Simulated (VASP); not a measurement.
# H19NO8 in VASP: a series of runs

Runs on H19NO8. Level: PBE+D3(BJ). Tasks: single point.

Everything below comes from runs of VASP 6.6.1. Logs are shortened: lines on timing, memory, paths and dates and some standing lists are left out, and cuts for length are marked.

## 1. The cell of the first run

The cell holds an amorphous packing of atoms, 28 atoms: a = 6.745 Å, b = 6.745 Å, c = 6.745 Å, α = 90.00°, β = 90.00°, γ = 90.00°.

## 2. Single point, PBE+D3(BJ)

Contents of INCAR:

```
SYSTEM = H19NO8
PREC = Accurate ; ENCUT = 520
EDIFF = 1E-6 ; ISMEAR = -1
SIGMA = 0.05 ; LREAL = .FALSE.
LASPH = .TRUE. ; NELM = 120
ALGO = Normal ; ISIF = 2
LWAVE = .FALSE. ; LCHARG = .FALSE.
GGA = PE ; IVDW = 12
NBANDS = 56 ; GGA_COMPAT = .FALSE.
```

Contents of KPOINTS:

```
Automatic mesh
0
G
  1 1 1
  0 0 0
```

Contents of POSCAR:

```
H19NO8
1.0
    6.7452640000      0.0000000000      0.0000000000
    0.0000000000      6.7452640000      0.0000000000
    0.0000000000      0.0000000000      6.7452640000
O H N
8 19 1
Direct
    0.7377027793      0.9894646081      0.5544631018
    0.5258504337      0.6836352143      0.6961921728
    0.9371019429      0.7825194092      0.2109480074
    0.2675803349      0.0535190320      0.5715269262
    0.3232786737      0.1909784406      0.1399203945
    0.5601559850      0.4444451692      0.3454127222
    0.0967345385      0.4923157937      0.4082419902
    0.2666611715      0.8397743958     -0.0217337676
    0.7756256834      1.1215128125      0.6097018590
    0.8281069503      0.9647806224      0.4361282227
    0.6185969889      0.6059659044      0.7679017456
    0.6152168395      0.8065362601      0.6480695196
    1.0485727467      0.7851879482      0.1162741740
    0.8361718681      0.7308831797      0.1145692741
    0.4106288501      0.0546902241      0.5348641654
    0.2752597971     -0.0228011832      0.6922783156
    0.4146909595      0.2856226235      0.2116596178
    0.2112445117      0.1911118675      0.2309175742
    0.5085790564      0.5295419127      0.4612866153
    0.7047018471      0.4304353395      0.3477254560
    0.0189169764      0.5969373474      0.3438412492
    0.0377746520      0.4659713838      0.5389855757
    0.3162663463      0.9705921073      0.0315777114
    0.3829946463      0.7901099201     -0.0919904692
    0.9136336250      0.1501349688      0.8969256059
    1.0306194094      0.1994139888      0.6992165170
    0.9966400129      0.3676505471      0.8674679004
    0.9229586863      0.2567134511      0.7889239028
```

Potentials or basis: VASP PAW PBE potentials, release 64 (O, H, N).

Run with:

```console
$ cat potpaw_PBE.64/O/POTCAR potpaw_PBE.64/H/POTCAR potpaw_PBE.64/N/POTCAR > POTCAR
$ mpirun -np 1 vasp_gam > vasp.out
```

OUTCAR:

```text
SYSTEM = H19NO8
   PREC = Accurate
   ENCUT = 520
   EDIFF = 1E-6
   ISMEAR = -1
   LREAL = .FALSE.
   LASPH = .TRUE.
   NELM = 120
   ISIF = 2
   GGA = PE
   IVDW = 12
 IVDW          = 12

 ion  position               nearest neighbor table
   1  0.738  0.989  0.554-   9 1.00  10 1.02
   2  0.526  0.684  0.696-  11 0.95  12 1.08
   3  0.937  0.783  0.211-  13 0.99  14 1.00
   4  0.268  0.054  0.572-  16 0.96  15 1.00
   5  0.323  0.191  0.140-  18 0.97  17 1.01
   6  0.560  0.444  0.345-  20 0.98  19 1.03
   7  0.097  0.492  0.408-  21 0.98  22 0.98
   8  0.267  0.840  0.978-  24 0.98  23 1.01
   9  0.776  0.122  0.610-   1 1.00
  10  0.828  0.965  0.436-   1 1.02
  11  0.619  0.606  0.768-   2 0.95
  12  0.615  0.807  0.648-   2 1.08
  13  0.049  0.785  0.116-   3 0.99
  14  0.836  0.731  0.115-   3 1.00
[... 11 lines left out ...]
  26  0.031  0.199  0.699-  28 1.02
  27  0.997  0.368  0.867-  28 1.04
  28  0.923  0.257  0.789-  26 1.02  25 1.03  27 1.04

  LATTYP: Found a simple cubic cell.
 ALAT       =     6.7452640000

  Lattice vectors:

 A1 = (   6.7452640000,   0.0000000000,   0.0000000000)
 A2 = (   0.0000000000,   6.7452640000,   0.0000000000)
 A3 = (   0.0000000000,   0.0000000000,   6.7452640000)

Analysis of symmetry for initial positions (statically):
=====================================================================
 Subroutine PRICEL returns:
 Original cell was already a primitive cell.

 Routine SETGRP: Setting up the symmetry group for a
 simple cubic supercell.

 Subroutine GETGRP returns: Found  1 space group operations
 (whereof  1 operations were pure point group operations)
 out of a pool of 48 trial point group operations.

The static configuration has the point symmetry C_1 .

Analysis of symmetry for dynamics (positions and initial velocities):
=====================================================================
 Subroutine PRICEL returns:
 Original cell was already a primitive cell.

 Routine SETGRP: Setting up the symmetry group for a
 simple cubic supercell.

 Subroutine GETGRP returns: Found  1 space group operations
 (whereof  1 operations were pure point group operations)
 out of a pool of 48 trial point group operations.

The dynamic configuration has the point symmetry C_1 .

 Subroutine INISYM returns: Found  1 space group operations
 (whereof  1 operations are pure point group operations),
 and found     1 'primitive' translations

----------------------------------------------------------------------------------------

                                     Primitive cell

  volume of cell :     306.9000

  direct lattice vectors                    reciprocal lattice vectors
     6.745264000  0.000000000  0.000000000     0.148252166  0.000000000  0.000000000
     0.000000000  6.745264000  0.000000000     0.000000000  0.148252166  0.000000000
     0.000000000  0.000000000  6.745264000     0.000000000  0.000000000  0.148252166

  length of vectors
     6.745264000  6.745264000  6.745264000     0.148252166  0.148252166  0.148252166

  position of ions in fractional coordinates (direct lattice)
     0.737702779  0.989464608  0.554463102
     0.525850434  0.683635214  0.696192173
     0.937101943  0.782519409  0.210948007
     0.267580335  0.053519032  0.571526926
     0.323278674  0.190978441  0.139920395
     0.560155985  0.444445169  0.345412722
[... 20 lines left out ...]
     0.996640013  0.367650547  0.867467900
     0.922958686  0.256713451  0.788923903

  ion indices of the primitive-cell ions
   primitive index   ion index
                 1           1
                 2           2
                 3           3
                 4           4
                 5           5
                 6           6
[... 20 lines left out ...]
                27          27
                28          28

----------------------------------------------------------------------------------------

 KPOINTS: Automatic mesh

Automatic generation of k-mesh.
 Grid dimensions read from file:
 generate k-points for:    1    1    1

 Generating k-lattice:

  Cartesian coordinates                     Fractional coordinates (reciprocal lattice)
     0.148252166  0.000000000  0.000000000     1.000000000  0.000000000  0.000000000
     0.000000000  0.148252166  0.000000000     0.000000000  1.000000000  0.000000000
     0.000000000  0.000000000  0.148252166     0.000000000  0.000000000  1.000000000

  Length of vectors
     0.148252166  0.148252166  0.148252166

  Shift w.r.t. Gamma in fractional coordinates (k-lattice)
     0.000000000  0.000000000  0.000000000

 Subroutine IBZKPT returns following result:
 ===========================================

 Found      1 irreducible k-points:

 Following reciprocal coordinates:
            Coordinates               Weight
  0.000000  0.000000  0.000000      1.000000
   k-points           NKPTS =      1   k-points in BZ     NKDIM =      1   number of bands    NBANDS=     56
   number of dos      NEDOS =    301   number of ions     NIONS =     28
   total plane-waves  NPLWV = 125000
   dimension x,y,z NGX =    50 NGY =   50 NGZ =   50
   dimension x,y,z NGXF=   100 NGYF=  100 NGZF=  100
   ions per type =               8  19   1
   NGX,Y,Z   is equivalent  to a cutoff of  12.32, 12.32, 12.32 a.u.
   NGXF,Y,Z  is equivalent  to a cutoff of  24.65, 24.65, 24.65 a.u.
 SYSTEM =  H19NO8
   PREC   = accura    normal or accurate (medium, high low for compatibility)
   ISTART =      0    job   : 0-new  1-cont  2-samecut
   ICHARG =      2    charge: 1-file 2-atom 10-const
   ISPIN  =      1    spin polarized calculation?
   LNONCOLLINEAR =      F non collinear calculations
   LSORBIT =      F    spin-orbit coupling
   LASPH  =      T    aspherical Exc in radial PAW
   ENCUT  =  520.0 eV  38.22 Ry    6.18 a.u.  12.54 12.54 12.54*2*pi/ulx,y,z
   NELM   =    120;   NELMIN=  2; NELMDL= -5     # of ELM steps
   EDIFF  = 0.1E-05   stopping-criterion for ELM
   LREAL  =      F    real-space projection
   EDIFFG = 0.1E-04   stopping-criterion for IOM
   NSW    =      0    number of steps for IOM
   IBRION =     -1    ionic relax: 0-MD 1-quasi-New 2-CG
   NFREE  =      0    steps in history (QN), initial steepest desc. (CG)
   ISIF   =      2    stress and relaxation
   ISYM   =      2    0-nonsym 1-usesym 2-fastsym
   POTIM  = 0.5000    time-step for ionic-motion
   TEBEG  =    0.0;   TEEND  =   0.0 temperature during run
   PSTRESS=    0.0 pullay stress
   NELECT =      72.0000    total number of electrons
   NUPDOWN=      -1.0000    fix difference up-down
   EMIN   =  10.00;   EMAX   =-10.00  energy-range for DOS
   EFERMI =   0.00;   METHOD = LEGACY
   ISMEAR =    -1;   SIGMA  =   0.05  broadening in eV -4-tet -1-fermi 0-gaus
   EFERMI_NEDOS =   21; number of points for ismear=-14 and -15
   IALGO  =     38    algorithm
   IMIX   =      4    mixing-type and parameters
     AMIX     =   0.40;   BMIX     =  1.00
     AMIX_MAG =   1.60;   BMIX_MAG =  1.00
  volume/ion in A,a.u.               =      10.96        73.97
  Fermi-wavevector in a.u.,A,eV,Ry     =   1.009687  1.908032 13.870699  1.019468
  Thomas-Fermi vector in A             =   2.142630
   LORBIT       =      0    0 simple, 1 ext, 2 COOP (PROOUT), +10 PAW based schemes
   GGA     = PE    functional components
   LHFCALC =     F    Hartree Fock is set to
   AEXX    =    0.0000 exact exchange contribution
   IVDW    =    12    specifies the selected vdW correction
   LEPSILON=     F    determine dielectric tensor
   LRPA    =     F    only Hartree local field effects (RPA)
 non-spin polarized calculation
  energy-cutoff  :      520.00
  volume of cell :      306.90
 maximum number of plane-waves:      4145
 NGX is ok and might be reduce to    50
   NGX = 25   NGY = 25   NGZ = 25

 number of electron      72.0000002 magnetization

 Free energy of the ion-electron system (eV)
  ---------------------------------------------------
  ext. energy  EPLUGINS =         0.00000000
  ---------------------------------------------------
  free energy    TOTEN  =      -135.77722235 eV

  energy without entropy =     -135.77722235  energy(sigma->0) =     -135.77722235

 E-fermi :  -2.4557     XC(G=0):  -6.4269

 val. band max:       -3.7158435954   @ k =   0.0000   0.0000   0.0000
 cond. band min:       0.3275169553   @ k =   0.0000   0.0000   0.0000
 fundamental gap:      4.0433605507
 Fermi energy:        -2.4556998927

 k-point     1 :       0.0000    0.0000    0.0000
  band No.  band energies     occupation
      1     -23.1980      2.00000
      2     -22.7397      2.00000
      3     -22.3485      2.00000
      4     -22.0553      2.00000
      5     -21.9447      2.00000
      6     -21.7962      2.00000
[... 40 lines left out ...]
     47       6.1068      0.00000
     48       6.1540      0.00000
 [bands above 48 left out]

------------------------ aborting loop because EDIFF is reached ----------------------------------------

 Edisp (eV)   -0.85102

 E8    (eV) :    -0.1721

  FORCE on cell =-STRESS in cart. coord.  units (eV):
  Direction    XX          YY          ZZ          XY          YZ          ZX
  --------------------------------------------------------------------------------------
  -------------------------------------------------------------------------------------
  Total      -2.51374    -1.35636    -2.98153    -2.16282    -2.74450     1.67796
  in kB     -13.12300    -7.08088   -15.56515   -11.29102   -14.32769     8.75981
  external pressure =      -11.92 kB  Pullay stress =        0.00 kB

 VOLUME and BASIS-vectors are now :
 -----------------------------------------------------------------------------
  energy-cutoff  :      520.00
  volume of cell :      306.90
      direct lattice vectors                 reciprocal lattice vectors
     6.745264000  0.000000000  0.000000000     0.148252166  0.000000000  0.000000000
     0.000000000  6.745264000  0.000000000     0.000000000  0.148252166  0.000000000
     0.000000000  0.000000000  6.745264000     0.000000000  0.000000000  0.148252166

 POSITION                                       TOTAL-FORCE (eV/Angst)
 -----------------------------------------------------------------------------------
      4.97600      6.67420      3.74000         0.794205     -0.034345     -1.408077
      3.54700      4.61130      4.69600         0.593388      2.368372     -1.101705
      6.32100      5.27830      1.42290        -1.468900     -0.382313     -1.617399
      1.80490      0.36100      3.85510         1.158345      0.235609     -0.473252
      2.18060      1.28820      0.94380         0.298080      0.596596      0.387586
      3.77840      2.99790      2.32990        -0.254288      0.570311      0.571014
[... 20 lines left out ...]
      6.72260      2.47990      5.85130        -0.307654     -0.248335     -0.501492
      6.22560      1.73160      5.32150         0.405900      0.485321      0.895215
 -----------------------------------------------------------------------------------
    total drift:                               -0.002127      0.002164     -0.001387

  FREE ENERGIE OF THE ION-ELECTRON SYSTEM (eV)
  ---------------------------------------------------
  free  energy   TOTEN  =      -136.6282451616 eV

  energy  without entropy=     -136.6282451616  energy(sigma->0) =     -136.62824516
```

Run time: 34 s. Hardware: 1 thread of Intel Xeon Platinum 8488C (Sapphire Rapids), shared host; peak memory 0.32 GiB.

What came out:

```yaml
Free_energy: -136.6282 eV
Pressure: -1.2 GPa
Largest_force: 2.679 eV/Å
Band_gap_on_the_k_mesh: 4.04 eV
Dispersion_energy_per_atom: -0.030 eV
```

Forces on the atoms (eV/Å):
```
O    0.794 -0.034 -1.408
O    0.593  2.368 -1.102
O   -1.469 -0.382 -1.617
O    1.158  0.236 -0.473
O    0.298  0.597  0.388
O   -0.254  0.570  0.571
O   -0.072 -1.002  0.813
O    0.084  0.891  0.074
H   -0.184 -0.326  0.133
H   -1.001  0.021  1.190
H    0.831 -1.060  0.660
H   -1.045 -1.400  0.368
H    1.189  0.425  0.105
H    0.194  0.474  1.225
H   -0.934  0.288 -0.214
H   -0.441 -0.513  0.703
H   -0.174 -0.341 -0.383
H   -0.107  0.010  0.088
H    0.975 -0.877 -1.096
H   -0.542  0.261  0.446
H   -0.058  0.372  0.115
H    0.227  0.272 -0.627
H   -0.446 -0.203  0.255
H   -0.059 -0.768 -0.392
H   -0.286 -0.098 -0.027
H    0.630 -0.018 -0.189
H   -0.308 -0.248 -0.501
N    0.406  0.485  0.895
```

Stress tensor (GPa, compression positive):
```
-1.31 -1.13  0.88
-1.13 -0.71 -1.43
 0.88 -1.43 -1.56
```

Caveat: the k points lie up to 0.93 Å⁻¹ apart.

## 3. Single point, PBE+D3(BJ)

Contents of INCAR:

```
SYSTEM = H19NO8
ALGO     = Normal         ! electronic algorithm
EDIFF    = 1E-6           ! SCF threshold, eV
ENCUT    = 520            ! plane-wave cutoff, eV
GGA      = PE             ! functional
GGA_COMPAT= .False.      
ISIF     = 2              ! what is computed and relaxed
ISMEAR   = -1             ! smearing method
IVDW     = 12             ! dispersion correction
LASPH    = .True.         ! aspherical terms in the spheres
LCHARG   = .False.        ! write CHGCAR
LREAL    = .False.        ! projectors in reciprocal space
LWAVE    = .False.        ! write WAVECAR
NBANDS   = 56             ! bands
NELM     = 120            ! most SCF steps
PREC     = Accurate       ! precision mode
SIGMA    = 0.05           ! smearing width, eV
```

Contents of KPOINTS:

```
k-points
0
Gamma
  1 1 1
  0 0 0
```

Contents of POSCAR:

```
H19NO8
1.0
    6.7452640000      0.0000000000      0.0000000000
    0.0000000000      6.7452640000      0.0000000000
    0.0000000000      0.0000000000      6.7452640000
O H N
8 19 1
Direct
    0.6710189549      1.0104867652      0.5645442491
    0.5143164152      0.6690916768      0.7021815603
    0.9339145214      0.7927488086      0.1976942637
    0.2274781239      0.0262554586      0.6019334455
    0.3332263941      0.1671543175      0.1311735167
    0.5612234006      0.4276630240      0.3355391279
    0.0640004602      0.4541408609      0.4260174250
    0.2428963492      0.8176106969     -0.0567509292
    0.7748399470      1.1039004552      0.6269287607
    0.7075334635      0.9932895139      0.4345270993
    0.6338669621      0.5908293582      0.7314910135
    0.5733059521      0.7993756805      0.6651036935
    1.0537170969      0.7634690058      0.1092766718
    0.8275139416      0.7115510972      0.1497939888
    0.3648189307      0.0684331999      0.5772346346
    0.2449422291     -0.0632443741      0.7150794987
    0.4587959789      0.2218445416      0.1897034719
    0.2424664179      0.2099102422      0.2362546522
    0.5059549930      0.5324921308      0.4268031614
    0.6916853069      0.3932536962      0.4067001677
    0.0244912579      0.5777683424      0.3556865973
    0.1270965821      0.4870676670      0.5488888204
    0.2883504634      0.9369685160      0.0168266209
    0.3471324473      0.7328401083     -0.1027684017
    0.9036266038      0.2170559966      0.9432395826
    1.0738793915      0.2404353632      0.7675162899
    0.9101348739      0.4020005740      0.7870855759
    0.9290370251      0.2557646372      0.8027854803
```

Potentials or basis: VASP PAW PBE potentials, release 64 (O, H, N).

Run with:

```console
$ cat potpaw_PBE.64/O/POTCAR potpaw_PBE.64/H/POTCAR potpaw_PBE.64/N/POTCAR > POTCAR
$ mpirun -np 1 vasp_gam > vasp.out
```

It took 32 s on 1 thread of Intel Xeon Platinum 8488C (Sapphire Rapids), shared host; peak memory 0.32 GiB.

Results (log left out):

* Free energy: -136.6656 eV
* Pressure: 0.1 GPa
* Largest force: 3.557 eV/Å
* Band gap on the k mesh: 3.79 eV
* Dispersion energy per atom: -0.030 eV

Forces in eV/Å, atoms in the order of the input:
```
O   -0.260  1.156  3.354
O    0.828 -0.631  0.022
O    1.205 -0.194  0.018
O    0.721  0.500 -0.417
O    0.714  0.209  0.572
O    1.935  0.489  1.665
O   -0.723 -0.225 -0.974
O   -1.648  0.478  0.728
H   -0.497 -0.598  0.095
H    1.058 -0.566 -3.109
H   -0.555  0.070  0.037
H    0.052  0.379 -0.258
H   -0.824  0.519  0.228
H   -0.580 -0.414 -0.369
H   -0.255 -0.073 -0.165
H   -0.458 -0.110  0.279
H   -0.799 -0.139 -0.521
H   -0.300 -0.113 -0.128
H    0.220 -0.850 -0.626
H   -1.665  0.409 -1.061
H    0.314  0.025  0.514
H    0.354  0.479  0.334
H    0.455 -0.016  0.068
H    1.195 -0.469 -0.196
H    0.053 -0.193  0.971
H    0.558 -0.940 -0.075
H   -0.533  0.939  0.170
N   -0.567 -0.121 -1.154
```

Stress tensor (GPa, compression positive):
```
-0.79 -0.51 -1.10
-0.51 -0.37 -0.65
-1.10 -0.65  1.40
```

Levels at points of the mesh, in eV from the valence-band top:
```csv
k point,band 33,band 34,band 35,band 36,band 37,band 38,band 39,band 40
"(0.00, 0.00, 0.00)",-0.83,-0.72,-0.51,0.00,3.79,6.53,7.05,7.27
```

Caveat: the k points lie up to 0.93 Å⁻¹ apart.

(Continued in part 2 of 3.)
